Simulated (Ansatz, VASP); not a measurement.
One calculation of MgO, two programs

Contents of INCAR:

```
PREC = Accurate
ENCUT = 520
EDIFF = 1E-6
ISMEAR = 0
SIGMA = 0.05
LREAL = F
LASPH = T
NELM = 60
ALGO = Normal
ISIF = 2
LWAVE = F
LCHARG = F
GGA = PS
NBANDS = 16
```

File KPOINTS:

```
Automatic mesh
0
Gamma
  9 9 6
```

The input POSCAR:

```
MgO
1.0
    3.4947663863      0.0000000000      0.0000000000
   -1.7473831932      3.0265564708      0.0000000000
    0.0000000000      0.0000000000      4.1947132299
Mg O
2 2
Direct
    0.6457210606      0.3333333333      0.7295456816
    0.3542789394      0.6666666667      0.2704543184
    0.6820886803      0.3333333333      0.2478545041
    0.3179113197      0.6666666667      0.7521454959
```

Input for Ansatz:

```yaml
crystal:
  lattice:
    - [3.4947663863, 0.0, 0.0]
    - [-1.7473831932, 3.0265564708, 0.0]
    - [0.0, 0.0, 4.1947132299]
  atoms:
    - { symbol: Mg, position: [0.6457210606, 0.3333333333, 0.7295456816] }
    - { symbol: Mg, position: [0.3542789394, 0.6666666667, 0.2704543184] }
    - { symbol: O, position: [0.6820886803, 0.3333333333, 0.2478545041] }
    - { symbol: O, position: [0.3179113197, 0.6666666667, 0.7521454959] }
basis:
  ecutwfc: 520.0
kpoints:
  mp_grid: { grid: [9, 9, 6] }
hamiltonian:
  xc: pbesol
  pseudopotentials: { kind: paw, azcp: { folder: soft_1 } }
scf:
  occupations: { method: gaussian, width: 0.05 }
output:
  forces: true
  stress: true
  eigenvalues: true
  write_density: true
  write_potential: true
  elf: true
  volumetric_format: npy
```

Change from the starting cell: mode 4 frozen in at -0.073 Å and mode 7 at -0.086 Å (largest displacements).

Alike in both runs: task single point; functional PBEsol; k mesh 9 × 9 × 6; occupations gaussian, width 0.05 eV; no spin polarisation.

|  | VASP | Ansatz |
| --- | --- | --- |
| version | VASP 6.6.1 | Ansatz 0.2.0 |
| potentials or method | VASP PAW PBE potentials, release 64 (Mg, O), cutoff 520 eV | scalar-relativistic, plane waves, PAW |
| valence electrons in the cell | 16 | 32 |

```tsv
	VASP	Ansatz	Ansatz less VASP
gap on the k mesh at the Fermi level (eV)	3.22	3.23	+0.010
least direct gap on the mesh (eV)	3.22	3.23	+0.010
pressure (GPa)	0.3	0.8	+0.42
traceless stress, the component that is largest in VASP (GPa)	1.22	1.27	+0.054
rms of the force components (eV/Å)	0.589	0.581	-0.0076
```

VASP's potentials were made for PBE, not for PBEsol, and Ansatz warns of the same on its side. Atom by atom the forces differ by 0.008 eV/Å (rms over components). The functional is the same, so the differences come from potentials, cutoffs and numerics. VASP's potentials hold 16 valence electrons a cell and Ansatz's 32, so a difference there can come from the potentials and not from the codes.
